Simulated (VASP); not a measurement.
# C (Cmmm) in VASP: single point with LDA

Aim: the single point of C with LDA.

Program: VASP 6.6.1. These are calculated values, not measurements. Logs are shortened: lines on timing, memory, paths and dates and some standing lists are left out, and cuts for length are marked.

### Step 1. The cell of the first run

Symmetry: Cmmm, No. 65, orthorhombic system. Conventional cell: a = 4.230 Å, b = 8.719 Å, c = 2.500 Å, α = 90.00°, β = 90.00°, γ = 90.00°. C (site symmetry m) has 4 C at 1.52 to 1.57 Å within 2.0 Å. Within 2.0 Å of C (site symmetry m) lie 4 C at 1.52 to 1.56 Å.

### Step 2. Single point, LDA

The input, INCAR:

```
SYSTEM = C
PREC     = Accurate       ! precision mode
ENCUT    = 520            ! plane-wave cutoff, eV
EDIFF    = 1E-6           ! SCF threshold, eV
ISMEAR   = 0              ! smearing method
SIGMA    = 0.05           ! smearing width, eV
LREAL    = .False.        ! projectors in reciprocal space
LASPH    = .True.         ! aspherical terms in the spheres
NELM     = 100            ! most SCF steps
ALGO     = Normal         ! electronic algorithm
ISIF     = 2              ! what is computed and relaxed
LWAVE    = .False.        ! write WAVECAR
LCHARG   = .False.        ! write CHGCAR
NBANDS   = 26             ! bands
```

The input, KPOINTS:

```
regular mesh
0
Gamma
  6 6 9
  0 0 0
```

The input, POSCAR:

```
C
1.0
    2.1152110000     -4.3593110000      0.0000000000
    2.1152110000      4.3593110000      0.0000000000
    0.0000000000      0.0000000000      2.4995960000
C
8
Direct
    0.6482150000      0.9813910000      0.0000000000
    0.3517850000      0.0186090000      0.0000000000
    0.0186090000      0.3517850000      0.0000000000
    0.9813910000      0.6482150000      0.0000000000
    0.4047290000      0.2263750000      0.5000000000
    0.5952710000      0.7736250000      0.5000000000
    0.7736250000      0.5952710000      0.5000000000
    0.2263750000      0.4047290000      0.5000000000
```

Potentials or basis: VASP PAW LDA potentials, release 64 (C).

On the command line:

```console
> cat potpaw_LDA.64/C/POTCAR > POTCAR
> mpirun -np 1 vasp_std > vasp.out
```

OUTCAR:

```text
SYSTEM = C
   PREC = Accurate
   ENCUT = 520
   EDIFF = 1E-6
   ISMEAR = 0
   LREAL = .False.
   LASPH = .True.
   NELM = 100
   ISIF = 2

 ion  position               nearest neighbor table
   1  0.648  0.981  0.000-   6 1.52   6 1.52   2 1.55   3 1.57
   2  0.352  0.019  0.000-   5 1.52   5 1.52   1 1.55   4 1.57
   3  0.019  0.352  0.000-   8 1.52   8 1.52   4 1.55   1 1.57
   4  0.981  0.648  0.000-   7 1.52   7 1.52   3 1.55   2 1.57
   5  0.405  0.226  0.500-   2 1.52   2 1.52   8 1.56   7 1.56
   6  0.595  0.774  0.500-   1 1.52   1 1.52   7 1.56   8 1.56
   7  0.774  0.595  0.500-   4 1.52   4 1.52   6 1.56   5 1.56
   8  0.226  0.405  0.500-   3 1.52   3 1.52   5 1.56   6 1.56

  LATTYP: Found a base centered orthorhombic cell.
 ALAT       =     4.2304220000
 B/A-ratio  =     2.0609343465
 C/A-ratio  =     0.5908620937

  Lattice vectors:

 A1 = (   2.1152110000,  -4.3593110000,   0.0000000000)
 A2 = (   2.1152110000,   4.3593110000,   0.0000000000)
 A3 = (   0.0000000000,   0.0000000000,   2.4995960000)

Analysis of symmetry for initial positions (statically):
=====================================================================
 Subroutine PRICEL returns:
 Original cell was already a primitive cell.

 Routine SETGRP: Setting up the symmetry group for a
 base centered orthorhombic supercell.

 Subroutine GETGRP returns: Found  8 space group operations
 (whereof  8 operations were pure point group operations)
 out of a pool of  8 trial point group operations.

The static configuration has the point symmetry D_2h.

Analysis of symmetry for dynamics (positions and initial velocities):
=====================================================================
 Subroutine PRICEL returns:
 Original cell was already a primitive cell.

 Routine SETGRP: Setting up the symmetry group for a
 base centered orthorhombic supercell.

 Subroutine GETGRP returns: Found  8 space group operations
 (whereof  8 operations were pure point group operations)
 out of a pool of  8 trial point group operations.

The dynamic configuration has the point symmetry D_2h.

 Subroutine INISYM returns: Found  8 space group operations
 (whereof  8 operations are pure point group operations),
 and found     1 'primitive' translations

----------------------------------------------------------------------------------------

                                     Primitive cell

  volume of cell :      46.0969

  direct lattice vectors                    reciprocal lattice vectors
     2.115211000 -4.359311000  0.000000000     0.236383037 -0.114697024  0.000000000
     2.115211000  4.359311000  0.000000000     0.236383037  0.114697024  0.000000000
     0.000000000  0.000000000  2.499596000     0.000000000  0.000000000  0.400064650

  length of vectors
     4.845380271  4.845380271  2.499596000     0.262740076  0.262740076  0.400064650

  position of ions in fractional coordinates (direct lattice)
     0.648215000  0.981391000  0.000000000
     0.351785000  0.018609000  0.000000000
     0.018609000  0.351785000  0.000000000
     0.981391000  0.648215000  0.000000000
     0.404729000  0.226375000  0.500000000
     0.595271000  0.773625000  0.500000000
     0.773625000  0.595271000  0.500000000
     0.226375000  0.404729000  0.500000000

  ion indices of the primitive-cell ions
   primitive index   ion index
                 1           1
                 2           2
                 3           3
                 4           4
                 5           5
                 6           6
                 7           7
                 8           8

----------------------------------------------------------------------------------------

 KPOINTS: regular mesh

Automatic generation of k-mesh.
 Grid dimensions read from file:
 generate k-points for:    6    6    9

 Generating k-lattice:

  Cartesian coordinates                     Fractional coordinates (reciprocal lattice)
     0.039397173 -0.019116171  0.000000000     0.166666667  0.000000000  0.000000000
     0.039397173  0.019116171  0.000000000     0.000000000  0.166666667  0.000000000
     0.000000000  0.000000000  0.044451628     0.000000000  0.000000000  0.111111111

  Length of vectors
     0.043790013  0.043790013  0.044451628

  Shift w.r.t. Gamma in fractional coordinates (k-lattice)
     0.000000000  0.000000000  0.000000000

 Subroutine IBZKPT returns following result:
 ===========================================

 Found     65 irreducible k-points:

 Following reciprocal coordinates:
            Coordinates               Weight
  0.000000  0.000000  0.000000      1.000000
  0.166667  0.000000  0.000000      4.000000
  0.333333  0.000000  0.000000      4.000000
  0.500000  0.000000  0.000000      2.000000
  0.166667  0.166667  0.000000      2.000000
  0.333333  0.166667  0.000000      4.000000
[... 16 lines left out ...]
  0.333333  0.333333  0.111111      4.000000
  0.500000  0.333333  0.111111      8.000000
 [... further k-points ...]
   k-points           NKPTS =     65   k-points in BZ     NKDIM =     65   number of bands    NBANDS=     26
   number of dos      NEDOS =    301   number of ions     NIONS =      8
   total plane-waves  NPLWV =  25920
   dimension x,y,z NGX =    36 NGY =   36 NGZ =   20
   dimension x,y,z NGXF=    72 NGYF=   72 NGZF=   40
   ions per type =               8
   NGX,Y,Z   is equivalent  to a cutoff of  12.35, 12.35, 13.30 a.u.
   NGXF,Y,Z  is equivalent  to a cutoff of  24.70, 24.70, 26.60 a.u.
 SYSTEM =  C
   PREC   = accura    normal or accurate (medium, high low for compatibility)
   ISTART =      0    job   : 0-new  1-cont  2-samecut
   ICHARG =      2    charge: 1-file 2-atom 10-const
   ISPIN  =      1    spin polarized calculation?
   LNONCOLLINEAR =      F non collinear calculations
   LSORBIT =      F    spin-orbit coupling
   LASPH  =      T    aspherical Exc in radial PAW
   ENCUT  =  520.0 eV  38.22 Ry    6.18 a.u.   9.01  9.01  4.65*2*pi/ulx,y,z
   NELM   =    100;   NELMIN=  2; NELMDL= -5     # of ELM steps
   EDIFF  = 0.1E-05   stopping-criterion for ELM
   LREAL  =      F    real-space projection
   EDIFFG = 0.1E-04   stopping-criterion for IOM
   NSW    =      0    number of steps for IOM
   IBRION =     -1    ionic relax: 0-MD 1-quasi-New 2-CG
   NFREE  =      0    steps in history (QN), initial steepest desc. (CG)
   ISIF   =      2    stress and relaxation
   ISYM   =      2    0-nonsym 1-usesym 2-fastsym
   POTIM  = 0.5000    time-step for ionic-motion
   TEBEG  =    0.0;   TEEND  =   0.0 temperature during run
   PSTRESS=    0.0 pullay stress
   NELECT =      32.0000    total number of electrons
   NUPDOWN=      -1.0000    fix difference up-down
   EMIN   =  10.00;   EMAX   =-10.00  energy-range for DOS
   EFERMI =   0.00;   METHOD = LEGACY
   ISMEAR =     0;   SIGMA  =   0.05  broadening in eV -4-tet -1-fermi 0-gaus
   EFERMI_NEDOS =   21; number of points for ismear=-14 and -15
   IALGO  =     38    algorithm
   IMIX   =      4    mixing-type and parameters
     AMIX     =   0.40;   BMIX     =  1.00
     AMIX_MAG =   1.60;   BMIX_MAG =  1.00
  volume/ion in A,a.u.               =       5.76        38.88
  Fermi-wavevector in a.u.,A,eV,Ry     =   1.449554  2.739260 28.588650  2.101207
  Thomas-Fermi vector in A             =   2.567267
   LORBIT       =      0    0 simple, 1 ext, 2 COOP (PROOUT), +10 PAW based schemes
   GGA     = CA    functional components
   LHFCALC =     F    Hartree Fock is set to
   AEXX    =    0.0000 exact exchange contribution
   IVDW    =     0    specifies the selected vdW correction
   LEPSILON=     F    determine dielectric tensor
   LRPA    =     F    only Hartree local field effects (RPA)
 non-spin polarized calculation
 Gauss-broadening in eV      SIGMA  =   0.05
  energy-cutoff  :      520.00
  volume of cell :       46.10
 maximum number of plane-waves:      1257
   NGX = 17   NGY = 17   NGZ =  9

 number of electron      32.0000003 magnetization

 Free energy of the ion-electron system (eV)
  ---------------------------------------------------
  ext. energy  EPLUGINS =         0.00000000
  ---------------------------------------------------
  free energy    TOTEN  =       -79.84846154 eV

  energy without entropy =      -79.84846154  energy(sigma->0) =      -79.84846154

 E-fermi :   9.8875     XC(G=0): -13.3737

 val. band max:        9.6721213570   @ k =   0.5000   0.5000   0.0000
 cond. band min:      12.7979310898   @ k =   0.5000   0.5000   0.3333
 fundamental gap:      3.1258097328
 Fermi energy:         9.8875356759

 k-point     1 :       0.0000    0.0000    0.0000
  band No.  band energies     occupation
      1     -11.8307      2.00000
      2      -6.5611      2.00000
      3      -5.5968      2.00000
      4      -5.1690      2.00000
      5      -4.5898      2.00000
      6      -2.5560      2.00000
[... 18 lines left out ...]
     25      19.5475      0.00000
     26      19.9598      0.00000

 k-point     2 :       0.1667    0.0000    0.0000
  band No.  band energies     occupation
      1     -11.6154      2.00000
      2      -6.9818      2.00000
      3      -6.4284      2.00000
      4      -5.6033      2.00000
      5      -4.1237      2.00000
      6      -1.3690      2.00000
[... 18 lines left out ...]
     25      19.4449      0.00000
     26      21.2576      0.00000

 k-point     3 :       0.3333    0.0000    0.0000
  band No.  band energies     occupation
      1     -10.9863      2.00000
      2      -8.3275      2.00000
      3      -7.1292      2.00000
      4      -6.1228      2.00000
      5      -2.7633      2.00000
      6       0.5971      2.00000
[... 18 lines left out ...]
     25      20.1647      0.00000
     26      20.5295      0.00000

 k-point     4 :       0.5000    0.0000    0.0000
  band No.  band energies     occupation
      1     -10.2551      2.00000
      2      -9.4263      2.00000
      3      -7.2575      2.00000
      4      -6.3600      2.00000
      5      -1.3442      2.00000
      6      -0.3093      2.00000
[... 18 lines left out ...]
     25      18.8215      0.00000
     26      20.0923      0.00000

 k-point     5 :       0.1667    0.1667    0.0000
  band No.  band energies     occupation
      1     -11.1466      2.00000
      2      -7.5939      2.00000
      3      -7.4370      2.00000
      4      -5.8939      2.00000
      5      -3.9011      2.00000
      6       0.9718      2.00000
[... 18 lines left out ...]
     25      20.3504      0.00000
     26      20.9166      0.00000

 k-point     6 :       0.3333    0.1667    0.0000
  band No.  band energies     occupation
      1     -10.3414      2.00000
      2      -9.0495      2.00000
      3      -8.0947      2.00000
      4      -5.3945      2.00000
      5      -2.7002      2.00000
      6       1.1393      2.00000
[... 427 lines left out ...]
 k-point    21 :      -0.3333    0.1667    0.1111
  band No.  band energies     occupation
      1     -11.0558      2.00000
      2      -8.1861      2.00000
      3      -6.7590      2.00000
      4      -4.1124      2.00000
      5      -2.8567      2.00000
      6      -1.0611      2.00000
[... 18 lines left out ...]
     25      19.5249      0.00000
     26      20.6228      0.00000

 k-point    22 :      -0.1667    0.1667    0.1111
  band No.  band energies     occupation
      1     -11.4349      2.00000
      2      -7.5821      2.00000
      3      -5.4789      2.00000
      4      -4.3563      2.00000
      5      -3.5950      2.00000
      6      -2.3085      2.00000
[... 18 lines left out ...]
     25      20.2243      0.00000
     26      20.5027      0.00000

 k-point    23 :       0.3333    0.3333    0.1111
  band No.  band energies     occupation
      1      -9.6531      2.00000
      2      -9.4480      2.00000
      3      -8.3238      2.00000
      4      -3.7559      2.00000
      5      -1.9391      2.00000
      6      -0.3486      2.00000
[... 18 lines left out ...]
     25      19.0011      0.00000
     26      20.7586      0.00000

 k-point    24 :       0.5000    0.3333    0.1111
  band No.  band energies     occupation
      1     -10.3984      2.00000
      2      -9.4277      2.00000
      3      -7.0717      2.00000
      4      -2.8655      2.00000
      5      -2.5708      2.00000
      6      -0.1533      2.00000
[... 18 lines left out ...]
     25      19.7241      0.00000
     26      20.5405      0.00000

 [... further k-points ...]

------------------------ aborting loop because EDIFF is reached ----------------------------------------

  FORCE on cell =-STRESS in cart. coord.  units (eV):
  Direction    XX          YY          ZZ          XY          YZ          ZX
  --------------------------------------------------------------------------------------
  -------------------------------------------------------------------------------------
  Total       -1.6565249     -1.7528679     -1.7703233      0.0000000      0.0000000      0.0000000
  in kB      -57.5754297    -60.9239986    -61.5306940      0.0000000      0.0000000      0.0000000
  external PRESSURE =     -60.0100407 kB  Pullay stress =       0.0000000 kB

 VOLUME and BASIS-vectors are now :
 -----------------------------------------------------------------------------
  energy-cutoff  :      520.00
  volume of cell :       46.10
      direct lattice vectors                 reciprocal lattice vectors
     2.115211000 -4.359311000  0.000000000     0.236383037 -0.114697024  0.000000000
     2.115211000  4.359311000  0.000000000     0.236383037  0.114697024  0.000000000
     0.000000000  0.000000000  2.499596000     0.000000000  0.000000000  0.400064650

 POSITION                                       TOTAL-FORCE (eV/Angst)
 -----------------------------------------------------------------------------------
      3.44696      1.45242      0.00000        -0.001813      0.012418      0.000000
      0.78346     -1.45242      0.00000         0.001813     -0.012418     -0.000000
      0.78346      1.45242      0.00000         0.001813      0.012418     -0.000000
      3.44696     -1.45242      0.00000        -0.001813     -0.012418      0.000000
      1.33492     -0.77750      1.24980        -0.028285     -0.028895      0.000000
      2.89550      0.77750      1.24980         0.028285      0.028895      0.000000
      2.89550     -0.77750      1.24980         0.028285     -0.028895      0.000000
      1.33492      0.77750      1.24980        -0.028285      0.028895      0.000000
 -----------------------------------------------------------------------------------
    total drift:                                0.000000      0.000000      0.000000

  FREE ENERGIE OF THE ION-ELECTRON SYSTEM (eV)
  ---------------------------------------------------
  free  energy   TOTEN  =       -79.8484615363 eV

  energy  without entropy=      -79.8484615363  energy(sigma->0) =      -79.84846154
```

It took 44 s on 1 thread of Intel Xeon 6975P-C, shared host; peak memory 0.17 GiB.

Results:

* Free energy: -79.8485 eV
* Pressure: -6.0 GPa
* Largest force: 0.040 eV/Å
* Band gap on the k mesh: 3.13 eV, indirect (least direct gap 4.84 eV)

Forces on the atoms (eV/Å):
```
C   -0.002  0.012  0.000
C    0.002 -0.012  0.000
C    0.002  0.012  0.000
C   -0.002 -0.012  0.000
C   -0.028 -0.029  0.000
C    0.028  0.029  0.000
C    0.028 -0.029  0.000
C   -0.028  0.029  0.000
```
